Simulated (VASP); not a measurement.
A run of VASP 6.6.1:

Contents of POSCAR:

```
CdPbS2
1.0
    2.0392870000      1.1773830000      6.6225890000
   -2.0392870000      1.1773830000      6.6225890000
    0.0000000000     -2.3547660000      6.6225890000
Cd Pb S
1 1 2
Direct
    0.0000000000      0.0000000000      0.0000000000
    0.5000000000      0.5000000000      0.5000000000
    0.7412780000      0.7412780000      0.7412780000
    0.2587220000      0.2587220000      0.2587220000
```

INCAR.step1

```
PREC = Accurate ; ENCUT = 520
ISMEAR = 1 ; SIGMA = 0.01
LREAL = F ; LASPH = T
NELM = 60 ; NBANDS = 27
GGA = PE ; ALGO = Normal
EDIFF = 1E-4 ; LWAVE = T
LCHARG = F
```

The input INCAR.step2:

```
PREC = Accurate ; ENCUT = 520
EDIFF = 1E-6 ; ISMEAR = 1
SIGMA = 0.01 ; LREAL = F
LASPH = T ; NELM = 60
ALGO = Normal ; ISIF = 2
LWAVE = F ; LCHARG = F
METAGGA = R2SCAN ; LMIXTAU = T
NBANDS = 27 ; ISTART = 1
```

KPOINTS

```
regular mesh
0
Gamma
  6 6 6
```

Potentials or basis: VASP PAW PBE potentials, release 64 (Cd, Pb_d, S).

Run with:

```console
$ cat potpaw_PBE.64/Cd/POTCAR potpaw_PBE.64/Pb_d/POTCAR potpaw_PBE.64/S/POTCAR > POTCAR
$ cp INCAR.step1 INCAR
$ mpirun -np 1 vasp_std > vasp.out
$ cp INCAR.step2 INCAR
$ mpirun -np 1 vasp_std > vasp.out
```

Hardware: 1 thread of Intel(R) Xeon(R) 6975P-C (Granite Rapids), with other jobs on the host.

Problem. Estimate the wall time of this run.

Solution. Wall time 5.9 min on 1 thread of Intel(R) Xeon(R) 6975P-C (Granite Rapids) (shared host), peak memory 0.46 GiB. Counts: k points 32.
